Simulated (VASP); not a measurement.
Set up this calculation in VASP 6.6.1, as the native input.

- Task: relaxation of cell and atoms
- Functional: PBE
- Potentials or basis: VASP PAW PBE potentials, release 64 (Sc_sv, Bi_d, F)
- Cutoff: 600 eV
- k mesh: 4 × 4 × 2
- Occupations: gaussian, width 0.1 eV
- Spin: no spin polarisation
- Dipole correction: no
- Further INCAR settings: ALGO = Normal; EDIFF = 1e-07; IBRION = 2; EDIFFG = -0.04; NSW = 90; ISIF = 3

The structure of Sc2BiF6 lies in POSCAR:

```
Sc2BiF6
1.0
    4.1001129100      0.0000000000      0.0000000000
    0.0000000000      4.1001129100      0.0000000000
    0.0000000000      0.0000000000      8.2002258200
Sc Bi F
2 1 6
Direct
    0.5000000000      0.5000000000      0.2500000000
    0.5000000000      0.5000000000      0.7500000000
    0.0000000000      0.0000000000      0.0000000000
    0.5000000000      0.0000000000      0.0000000000
    0.5000000000      0.0000000000      0.5000000000
    0.0000000000      0.5000000000      0.0000000000
    0.0000000000      0.5000000000      0.5000000000
    0.0000000000      0.0000000000      0.2500000000
    0.0000000000      0.0000000000      0.7500000000
```

This cell differs from its parent crystal: atoms taken out.

The input as run:

INCAR

```
SYSTEM = Sc2BiF6
ALGO = Normal ; EDIFF = 1E-7
EDIFFG = -0.04 ; ENCUT = 600
GGA = PE ; IBRION = 2
ISIF = 3 ; ISMEAR = 0
LASPH = .True. ; LCHARG = .False.
LREAL = .False. ; LWAVE = .False.
NELM = 100 ; NSW = 90
PREC = Accurate ; SIGMA = 0.1
```

KPOINTS

```
k-points
0
Gamma
  4 4 2
  0 0 0
```

Potentials or basis: VASP PAW PBE potentials, release 64 (Sc_sv, Bi_d, F).

Launch:

```sh
$ cat potpaw_PBE.64/Sc_sv/POTCAR potpaw_PBE.64/Bi_d/POTCAR potpaw_PBE.64/F/POTCAR > POTCAR
$ mpirun -np 1 vasp_std > vasp.out
```

It gave:

```yaml
Relaxed_volume: 18.76 Å³/atom
Relaxed_cell: a = 4.302 Å, b = 4.302 Å, c = 9.121 Å, α = 90.00°, β = 90.00°, γ = 90.00°
Space_group_after_relaxing_to_0.1_Å: P4/mmm (No. 123)
Energy_gained_by_relaxing: 793.2 meV/atom
Ionic_steps: 28
Pressure_after_relaxing: 0.0 GPa
Largest_force_after_relaxing: 0.025 eV/Å
Band_gap_on_the_k_mesh: zero (an odd number of electrons rules out a gap without spin polarisation)
```

Caveat: the k points lie up to 0.37 Å⁻¹ apart in the final cell, too coarse for converged energies and pressures of a metal; the cell differs from its parent crystal (atoms taken out); the volume moved by over 15 % at a fixed basis, so the end points are rough; spin-orbit coupling is left out, which moves the levels of the heavy elements; an odd number of electrons without spin polarisation forces a metal; a magnetic or distorted state may lie lower.

It took 40 min on 1 thread of AMD EPYC 7R13 Processor (Zen 3), with other jobs on the host, peak memory 0.33 GiB.
